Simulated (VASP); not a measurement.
A run of VASP 6.6.1:

The input POSCAR:

```
BeTe
1.0
    2.8284062986      2.8284062986      0.0000000000
   -2.8284062986      2.8284062986      0.0000000000
    0.0000000000      2.8284062986      2.8284062986
Be Te
1 1
Direct
    0.0000000000      0.0000000000      0.0000000000
    0.7500000000      0.2500000000      0.5000000000
```

INCAR.step1

```
PREC = Accurate
ENCUT = 600
ISMEAR = 0
SIGMA = 0.01
LREAL = False
LASPH = True
NELM = 60
GGA = PE
ALGO = Normal
EDIFF = 1E-4
LWAVE = True
LCHARG = False
```

File INCAR.step2:

```
PREC = Accurate
ENCUT = 600
EDIFF = 1E-6
ISMEAR = 0
SIGMA = 0.01
LREAL = False
LASPH = True
NELM = 60
ALGO = Normal
ISIF = 3
LWAVE = False
LCHARG = False
METAGGA = R2SCAN
LMIXTAU = True
IBRION = 2
NSW = 100
EDIFFG = -0.002
PSTRESS = 20.0
ISTART = 1
```

File KPOINTS:

```
regular mesh
0
Gamma
  8 8 8
```

Potentials or basis: VASP PAW PBE potentials, release 64 (Be, Te).

Launch:

```bash
$ cat potpaw_PBE.64/Be/POTCAR potpaw_PBE.64/Te/POTCAR > POTCAR
$ cp INCAR.step1 INCAR
$ mpirun -np 1 vasp_std > vasp.out
$ cp INCAR.step2 INCAR
$ mpirun -np 1 vasp_std > vasp.out
```

Hardware: 1 thread of Intel(R) Xeon(R) Platinum 8559C (Emerald Rapids) (shared host).

Task: Estimate the wall time of this run.

Result: Run time: 65 s on 1 thread of Intel(R) Xeon(R) Platinum 8559C (Emerald Rapids), on a shared host, peak memory 0.19 GiB. Counts: k points 29, ion steps 3.
